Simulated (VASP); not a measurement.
Write the native input for VASP 6.6.1 that does the following.

| Item | Value |
| --- | --- |
| Task | single point |
| Functional | PBE |
| Potentials or basis | VASP PAW PBE potentials, release 64 (Br, Ag) |
| Cutoff | 500 eV |
| k mesh | 5 × 5 × 5 |
| Occupations | fermi-dirac, width 0.1 eV |
| Spin | no spin polarisation |
| Dipole correction | no |
| Further INCAR settings | ALGO = Normal; EDIFF = 1e-06; NBANDS = 16 |

The structure of AgBr lies in POSCAR:

```
AgBr
1.0
    0.0000000000      2.8629260000      2.8629260000
    2.8629260000      0.0000000000      2.8629260000
    2.8629260000      2.8629260000      0.0000000000
Br Ag
1 1
Direct
    0.5000000000      0.5000000000      0.5000000000
    0.0000000000      0.0000000000      0.0000000000
```

One way to write it, as run:

INCAR

```
SYSTEM = AgBr
ALGO = Normal
EDIFF = 1E-6
ENCUT = 500
GGA = PE
GGA_COMPAT = .FALSE.
ISIF = 2
ISMEAR = -1
LASPH = .TRUE.
LCHARG = .FALSE.
LREAL = .FALSE.
LWAVE = .FALSE.
NBANDS = 16
NELM = 120
PREC = Accurate
SIGMA = 0.1
```

KPOINTS

```
k-points
0
G
  5 5 5
  0 0 0
```

Potentials or basis: VASP PAW PBE potentials, release 64 (Br, Ag).

The run is started by

```sh
$ cat potpaw_PBE.64/Br/POTCAR potpaw_PBE.64/Ag/POTCAR > POTCAR
$ mpirun -np 1 vasp_std > vasp.out
```

Results of the run:

```yaml
Pressure: 2.7 GPa
Band_gap_on_the_k_mesh: 0.81 eV, indirect (least direct gap 2.63 eV)
```

It used 12 s of CPU time on 1 thread of AMD EPYC 7R13 Processor (Zen 3), with other jobs on the host.
